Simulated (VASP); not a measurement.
ZnS (zincblende type): single point with r2SCAN

The system is ZnS (zincblende type).

```
CELL_PARAMETERS angstrom
0.00000 2.50131 2.50131
2.50131 0.00000 2.50131
2.50131 2.50131 0.00000
ATOMIC_POSITIONS crystal
Zn 0.00000 0.00000 0.00000
S 0.25000 0.25000 0.25000
```

```json
{
 "Program": "VASP 6.6.1",
 "Task": "single point",
 "Functional": "r2SCAN",
 "Potentials or basis": "VASP PAW PBE potentials, release 64 (Zn, S)",
 "Cutoff": "520 eV",
 "k mesh": "12 × 12 × 12",
 "Occupations": "fermi-dirac, width 0.05 eV",
 "Spin": "no spin polarisation",
 "Dipole correction": "no",
 "Further INCAR settings": "ALGO = Normal; EDIFF = 1e-07; NBANDS = 16"
}
```

The pressure is 28.8 GPa. The band gap on the k mesh is 3.11 eV (least direct gap 3.82 eV).

Levels at points of the mesh, in eV from the valence-band top:
| k point | band 7 | band 8 | band 9 | band 10 | band 11 | band 12 |
| --- | --- | --- | --- | --- | --- | --- |
| (0.00, 0.00, 0.00) | 0.00 | 0.00 | 0.00 | 3.82 | 6.57 | 6.57 |
| (0.50, 0.00, 0.00) | -6.54 | -1.29 | -1.29 | 4.22 | 7.10 | 7.10 |
| (0.50, 0.50, 0.00) | -5.65 | -3.29 | -3.29 | 3.11 | 4.22 | 13.83 |

It took 2.1 min on 1 thread of Intel(R) Xeon(R) Platinum 8488C (Sapphire Rapids), on a shared host, peak memory 0.18 GiB.

Caveat: the cell stands under pressure; the PAW data sets were made with another functional, which shifts forces and pressure a little. A k mesh can miss the band edges.
